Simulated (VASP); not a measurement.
# Pt (Fm-3m) in VASP: a series of runs, part 2 of 2

VASP 6.6.1.

## 4. Single point, PBEsol, collinear spin (13.01 Å³/atom)

The input, INCAR:

```
SYSTEM = Pt
PREC = Accurate
ENCUT = 520
EDIFF = 1E-7
ISMEAR = 0
SIGMA = 0.15
LREAL = .FALSE.
LASPH = .TRUE.
NELM = 150
ALGO = Normal
ISIF = 2
LWAVE = .FALSE.
LCHARG = .FALSE.
ISPIN = 2
MAGMOM = 0.4
LORBIT = 11
NUPDOWN = 0.4
LMAXMIX = 4
GGA = PS
NBANDS = 15
```

The input, KPOINTS:

```
Automatic mesh
0
G
  22 22 22
  0 0 0
```

The input, POSCAR:

```
Pt
1.0
    0.0000000000      1.8665426505      1.8665426505
    1.8665426505      0.0000000000      1.8665426505
    1.8665426505      1.8665426505      0.0000000000
Pt
1
Direct
    0.0000000000      0.0000000000      0.0000000000
```

Potentials or basis: VASP PAW PBE potentials, release 64 (Pt).

On the command line:

```sh
> cat potpaw_PBE.64/Pt/POTCAR > POTCAR
> mpirun -np 1 vasp_std > vasp.out
```

OUTCAR:

```text
SYSTEM = Pt
   PREC = Accurate
   ENCUT = 520
   EDIFF = 1E-7
   ISMEAR = 0
   LREAL = .FALSE.
   LASPH = .TRUE.
   NELM = 150
   ISIF = 2
   ISPIN = 2
   LORBIT = 11
   NUPDOWN = 0.4
   GGA = PS

 ion  position               nearest neighbor table
   1  0.000  0.000  0.000-

  LATTYP: Found a face centered cubic cell.
 ALAT       =     3.7330853010

  Lattice vectors:

 A1 = (   0.0000000000,   1.8665426505,   1.8665426505)
 A2 = (   1.8665426505,   0.0000000000,   1.8665426505)
 A3 = (   1.8665426505,   1.8665426505,   0.0000000000)

Analysis of symmetry for initial positions (statically):
=====================================================================
 Subroutine PRICEL returns:
 Original cell was already a primitive cell.

 Routine SETGRP: Setting up the symmetry group for a
 face centered cubic supercell.

 Subroutine GETGRP returns: Found 48 space group operations
 (whereof 48 operations were pure point group operations)
 out of a pool of 48 trial point group operations.

The static configuration has the point symmetry O_h .

Analysis of symmetry for dynamics (positions and initial velocities):
=====================================================================
 Subroutine PRICEL returns:
 Original cell was already a primitive cell.

 Routine SETGRP: Setting up the symmetry group for a
 face centered cubic supercell.

 Subroutine GETGRP returns: Found 48 space group operations
 (whereof 48 operations were pure point group operations)
 out of a pool of 48 trial point group operations.

The dynamic configuration has the point symmetry O_h .

Analysis of structural, dynamic, and magnetic symmetry:
=====================================================================
 Subroutine PRICEL returns:
 Original cell was already a primitive cell.

 Routine SETGRP: Setting up the symmetry group for a
 face centered cubic supercell.
[... 161 lines left out ...]
  band No.  band energies     occupation
      1       2.0752      1.00000
      2       9.2360      1.00000
      3       9.2360      1.00000
      4       9.2360      1.00000
      5      12.0160      1.00000
      6      12.0160      1.00000
      7      28.2149      0.00000
      8      34.0415      0.00000
      9      34.0415      0.00000
     10      34.0415      0.00000
     11      39.9293      0.00000
     12      46.0408      0.00000
     13      46.0408      0.00000
     14      46.0408      0.00000
[... 403 lines left out ...]
      4      12.3213      1.00000
      5      14.0087      0.99993
      6      14.7260      0.00155
      7      21.3500      0.00000
      8      28.0547      0.00000
      9      33.8170      0.00000
     10      34.2594      0.00000
     11      44.5721      0.00000
     12      45.2164      0.00000
     13      46.0449      0.00000
     14      46.2195      0.00000
     15      46.2707      0.00000

 [... further k-points ...]

 spin component 2

 k-point     1 :       0.0000    0.0000    0.0000
  band No.  band energies     occupation
      1       2.1520      1.00000
      2       9.5064      1.00000
      3       9.5064      1.00000
      4       9.5065      1.00000
      5      12.2676      1.00000
      6      12.2676      1.00000
      7      28.2892      0.00000
      8      34.1060      0.00000
      9      34.1060      0.00000
     10      34.1060      0.00000
     11      39.9432      0.00000
     12      46.4962      0.00000
     13      46.4962      0.00000
     14      46.4962      0.00000
[... 403 lines left out ...]
      4      12.4291      1.00000
      5      14.3045      0.02070
      6      14.9690      0.00000
      7      21.5744      0.00000
      8      28.1119      0.00000
      9      33.9254      0.00000
     10      34.3682      0.00000
     11      44.6637      0.00000
     12      45.3035      0.00000
     13      46.1938      0.00000
     14      46.6715      0.00000
     15      46.7228      0.00000

 [... further k-points ...]

------------------------ aborting loop because EDIFF is reached ----------------------------------------

  FORCE on cell =-STRESS in cart. coord.  units (eV):
  Direction    XX          YY          ZZ          XY          YZ          ZX
  --------------------------------------------------------------------------------------
  -------------------------------------------------------------------------------------
  Total        5.0675472      5.0675472      5.0675472     -0.0000000      0.0000000      0.0000000
  in kB      624.2587513    624.2587513    624.2587513     -0.0000000      0.0000000      0.0000000
  external PRESSURE =     624.2587513 kB  Pullay stress =       0.0000000 kB

 VOLUME and BASIS-vectors are now :
 -----------------------------------------------------------------------------
  energy-cutoff  :      520.00
  volume of cell :       13.01
      direct lattice vectors                 reciprocal lattice vectors
     0.000000000  1.866542651  1.866542651    -0.267874940  0.267874940  0.267874940
     1.866542651  0.000000000  1.866542651     0.267874940 -0.267874940  0.267874940
     1.866542651  1.866542651  0.000000000     0.267874940  0.267874940 -0.267874940

 POSITION                                       TOTAL-FORCE (eV/Angst)
 -----------------------------------------------------------------------------------
      0.00000      0.00000      0.00000         0.000000     -0.000000      0.000000
 -----------------------------------------------------------------------------------
    total drift:                               -0.000000     -0.000000     -0.000000

  FREE ENERGIE OF THE ION-ELECTRON SYSTEM (eV)
  ---------------------------------------------------
  free  energy   TOTEN  =        -6.6127671665 eV

  energy  without entropy=       -6.5994119600  energy(sigma->0) =       -6.60608956

 total charge

# of ion       s       p       d       tot
------------------------------------------
    1        0.724   0.830   8.205   9.759

 magnetization (x)

# of ion       s       p       d       tot
------------------------------------------
    1        0.001  -0.001   0.392   0.391
```

OSZICAR:

```text
N       E                     dE             d eps       ncg     rms          rms(c)
DAV:   1     0.447401770604E+02    0.44740E+02   -0.48255E+03 19823   0.596E+02
DAV:   2    -0.622867369530E+01   -0.50969E+02   -0.48736E+02 27149   0.163E+02
DAV:   3    -0.701465294910E+01   -0.78598E+00   -0.78380E+00 25588   0.182E+01
DAV:   4    -0.701640394558E+01   -0.17510E-02   -0.17507E-02 23855   0.998E-01
DAV:   5    -0.701641091702E+01   -0.69714E-05   -0.69721E-05 25486   0.522E-02    0.210E+01
DAV:   6    -0.668595964533E+01    0.33045E+00   -0.50584E-01 28241   0.463E+00    0.112E+01
DAV:   7    -0.661833958478E+01    0.67620E-01   -0.17834E-01 28206   0.264E+00    0.409E+00
DAV:   8    -0.661495843602E+01    0.33811E-02   -0.21264E-03 23643   0.342E-01    0.153E+00
DAV:   9    -0.661275870488E+01    0.21997E-02   -0.39883E-03 27163   0.451E-01    0.188E-01
DAV:  10    -0.661276461325E+01   -0.59084E-05   -0.75332E-05 24874   0.602E-02    0.230E-02
DAV:  11    -0.661276621470E+01   -0.16015E-05   -0.19300E-06 27094   0.917E-03    0.729E-03
DAV:  12    -0.661276701462E+01   -0.79992E-06   -0.29972E-07 24906   0.272E-03    0.783E-03
DAV:  13    -0.661276714172E+01   -0.12710E-06   -0.61669E-08 21674   0.178E-03    0.119E-03
DAV:  14    -0.661276716653E+01   -0.24811E-07   -0.31424E-09 17785   0.434E-04
   1 F= -.66127672E+01 E0= -.66060896E+01  d E =-.133552E-01  mag=     0.4000
```

Wall time 69 s (1 thread of AMD EPYC 9R45 (Zen 5), shared host); peak memory 0.18 GiB.

Results:

```yaml
Free_energy: -6.6128 eV
Pressure: 62.4 GPa
Net_moment: 0.40 μB per cell
Site_moments: Pt +0.39 μB
Valence_electrons_inside_the_program's_atomic_spheres: Pt 9.76
```

Caveat: the cell stands under pressure; the PAW data sets were made with another functional, which shifts forces and pressure a little; the total moment is fixed, so each spin has its own Fermi level.

## 5. Single point, PBEsol, collinear spin (13.01 Å³/atom)

The input, INCAR:

```
  PREC = Accurate
  ENCUT = 520
  EDIFF = 1E-7
  ISMEAR = 0
  SIGMA = 0.15
  LREAL = False
  LASPH = True
  NELM = 150
  ALGO = Fast
  ISIF = 2
  LWAVE = False
  LCHARG = False
  ISPIN = 2
  MAGMOM = 0.45
  LORBIT = 11
  NUPDOWN = 0.45
  LMAXMIX = 4
  GGA = PS
  NBANDS = 15
```

The input, KPOINTS:

```
Automatic mesh
0
Gamma
  22 22 22
```

POSCAR is that of step 4.

On the command line:

```sh
> cat potpaw_PBE.64/Pt/POTCAR > POTCAR
> mpirun -np 1 vasp_std > vasp.out
```

Wall time 76 s (1 thread of AMD EPYC 9R45 (Zen 5), shared host); peak memory 0.18 GiB.

The run converged. Its results:

```yaml
Free_energy: -6.6040 eV
Pressure: 62.8 GPa
Net_moment: 0.45 μB per cell
Site_moments: Pt +0.44 μB
Valence_electrons_inside_the_program's_atomic_spheres: Pt 9.76
```

Caveat: the cell stands under pressure; the PAW data sets were made with another functional, which shifts forces and pressure a little; the total moment is fixed, so each spin has its own Fermi level.

## 6. Single point, PBEsol, collinear spin (13.01 Å³/atom)

The input, INCAR:

```
SYSTEM = Pt
ALGO = Normal
EDIFF = 1E-6
ENCUT = 520
GGA = PS
ISIF = 2
ISMEAR = 0
ISPIN = 2
LASPH = .True.
LCHARG = .False.
LMAXMIX = 4
LORBIT = 11
LREAL = .False.
LWAVE = .False.
MAGMOM = 0.35
NBANDS = 15
NELM = 150
NUPDOWN = 0.35
PREC = Accurate
SIGMA = 0.15
```

The input, KPOINTS:

```
k-points
0
Gamma
  22 22 22
  0 0 0
```

POSCAR is that of step 5.

Potentials or basis: VASP PAW PBE potentials, release 64 (Pt).

On the command line:

```sh
> cat potpaw_PBE.64/Pt/POTCAR > POTCAR
> mpirun -np 1 vasp_std > vasp.out
```

Wall time 60 s (1 thread of AMD EPYC 9R45 (Zen 5), shared host); peak memory 0.18 GiB.

Results (log left out):

| Quantity | Value |
| --- | --- |
| Free energy | -6.6202 eV |
| Pressure | 62.2 GPa |
| Net moment | 0.35 μB per cell |
| Site moments | Pt +0.34 μB |
| Valence electrons inside the program's atomic spheres | Pt 9.76 |

Caveat: the cell stands under pressure; the PAW data sets were made with another functional, which shifts forces and pressure a little; the total moment is fixed, so each spin has its own Fermi level.

## 7. The runs side by side

| fixed moment (μB) | pressure (GPa) | moment (μB) |
| --- | --- | --- |
| 0.3 | 61.9 | 0.30 |
| 0.2 | 61.5 | 0.20 |
| 0.4 | 62.4 | 0.40 |
| 0.45 | 62.8 | 0.45 |
| 0.35 | 62.2 | 0.35 |

Alike in all rows: task single point; level PBEsol; potentials or basis VASP PAW PBE potentials, release 64 (Pt); spin collinear; cell as given; k mesh 22 × 22 × 22; cutoff (eV) 520; smearing gaussian 0.15 eV.

Caveats: the cell stands under pressure; the PAW data sets were made with another functional, which shifts forces and pressure a little; the total moment is fixed, so each spin has its own Fermi level.

Absolute energies hang on the potentials; compare differences alone.
